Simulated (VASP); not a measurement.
Here is a VASP 6.6.1 calculation.

INCAR

```
SYSTEM = ZnS
ALGO     = Normal         ! electronic algorithm
EDIFF    = 1E-6           ! SCF threshold, eV
ENCUT    = 520            ! plane-wave cutoff, eV
GGA      = PE             ! functional
ISIF     = 2              ! what is computed and relaxed
ISMEAR   = -1             ! smearing method
LASPH    = .TRUE.         ! aspherical terms in the spheres
LCHARG   = .FALSE.        ! write CHGCAR
LREAL    = .FALSE.        ! projectors in reciprocal space
LWAVE    = .FALSE.        ! write WAVECAR
NBANDS   = 16             ! bands
NELM     = 80             ! most SCF steps
PREC     = Accurate       ! precision mode
SIGMA    = 0.02           ! smearing width, eV
```

Contents of KPOINTS:

```
k-points
0
G
  4 4 4
  0 0 0
```

File POSCAR:

```
ZnS
1.0
    0.0000000000      2.7020000000      2.7020000000
    2.7020000000      0.0000000000      2.7020000000
    2.7020000000      2.7020000000      0.0000000000
Zn S
1 1
Direct
    0.7500000000      0.7500000000      0.7500000000
    0.0000000000      0.0000000000      0.0000000000
```

Potentials or basis: VASP PAW PBE potentials, release 64 (Zn, S).

Command:

```sh
$ cat potpaw_PBE.64/Zn/POTCAR potpaw_PBE.64/S/POTCAR > POTCAR
$ mpirun -np 1 vasp_std > vasp.out
```

Question: Estimate the band gap on the k mesh.

Answer: 2.10 eV, direct.

Question: What does it give for the pressure?

Answer: 2.1 GPa.

Caveat: the k points lie up to 0.50 Å⁻¹ apart.
